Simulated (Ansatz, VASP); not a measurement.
**LiF in VASP and in Ansatz**

File INCAR:

```
SYSTEM = LiF
ALGO = Normal ; EDIFF = 1E-6
ENCUT = 520 ; GGA = CA
ISIF = 2 ; ISMEAR = 0
LASPH = .TRUE. ; LCHARG = .FALSE.
LREAL = .FALSE. ; LWAVE = .FALSE.
NBANDS = 18 ; NELM = 100
PREC = Accurate ; SIGMA = 0.05
```

File KPOINTS:

```
k-points
0
G
  9 9 6
  0 0 0
```

The input POSCAR:

```
LiF
1.0
    3.1582676700      0.0000000000      0.0000000000
   -1.5791338350      2.7351400341      0.0000000000
    0.0000000000      0.0000000000      4.9745874069
Li F
2 2
Direct
    0.3333333333      0.6666666667      0.3839784076
    0.6666666667      0.3333333333      0.8839784076
    0.3333333333      0.6666666667      0.9910195924
    0.6666666667      0.3333333333      0.4910195924
```

Input for Ansatz:

```yaml
crystal:
  lattice:
    - [3.15826767, 0.0, 0.0]
    - [-1.579133835, 2.7351400341, 0.0]
    - [0.0, 0.0, 4.9745874069]
  atoms:
    - { symbol: Li, position: [0.3333333333, 0.6666666667, 0.3839784076] }
    - { symbol: Li, position: [0.6666666667, 0.3333333333, 0.8839784076] }
    - { symbol: F, position: [0.3333333333, 0.6666666667, 0.9910195924] }
    - { symbol: F, position: [0.6666666667, 0.3333333333, 0.4910195924] }
basis:
  ecutwfc: 520.0
kpoints:
  mp_grid: { grid: [9, 9, 6] }
hamiltonian:
  xc: lda
scf:
  occupations: { method: gaussian, width: 0.05 }
output:
  forces: true
  stress: true
  eigenvalues: true
  write_density: true
  write_potential: true
  elf: true
  volumetric_format: npy
```

Alike in both runs: task single point; functional LDA; k mesh 9 × 9 × 6; occupations gaussian, width 0.05 eV; no spin polarisation.

|  | VASP | Ansatz |
| --- | --- | --- |
| version | VASP 6.6.1 | Ansatz 0.2.0 |
| potentials or method | VASP PAW LDA potentials, release 64 (Li_sv, F), cutoff 520 eV | scalar-relativistic, plane waves, PAW |
| valence electrons in the cell | 20 | 20 |

|  | VASP | Ansatz | Ansatz less VASP |
| --- | --- | --- | --- |
| gap on the k mesh at the Fermi level (eV) | 7.07 | 7.08 | +0.013 |
| least direct gap on the mesh (eV) | 7.07 | 7.08 | +0.013 |
| rms of the force components (eV/Å) | 0.044 | 0.043 | -0.0001 |

LDA's correlation is that of Perdew and Zunger in VASP and of Perdew and Wang (1992) in Ansatz. Atom by atom the forces differ by 0.000 eV/Å (rms over components).

Noted on VASP's run: the cutoff is short for stress, so the pressure is rough.
